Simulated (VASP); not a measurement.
Runs of VASP 6.6.1 on Au. The structure is that of space group Fm-3m (No. 225), or close to it. The cells are those of the table. 

```tsv
task	cell	k mesh	cutoff (eV)	gap on the mesh (eV)	pressure (GPa)	relaxed volume (Å³/atom)
relaxation of cell and atoms	relaxed from a = 2.942 Å, angles 60.0°, 1 atom	18 × 18 × 18	600	none	0.0	17.95
single point	a = 2.619 Å, angles 60.0°, 1 atom	8 × 8 × 8	520	none	131.8	-
single point	a = 2.940 Å, angles 60.0°, 1 atom	18 × 18 × 18	520	none	-0.2	-
single point	a = 2.942 Å, angles 60.0°, 1 atom	10 × 10 × 10	520	none	0.0	-
relaxation of cell and atoms	relaxed from a = 2.619 Å, angles 60.0°, 1 atom	10 × 10 × 10	600	none	0.3	(a)
```

Alike in all rows: level PBE; potentials or basis VASP PAW PBE potentials, release 64 (Au); no spin polarisation; smearing gaussian 0.1 eV.

**Question.** Estimate the missing entries.

**Answer.** (a) 17.97.

Caveats: some runs use coarse meshes; spin-orbit coupling is left out, which moves the levels of the heavy elements; the volume moved by over 15 % at a fixed basis, so the end points are rough (some runs).

A k mesh can miss the band edges, and the runs leave out spin-orbit coupling on Au.

A gap of «none» marks levels without a gap at the run's occupations.
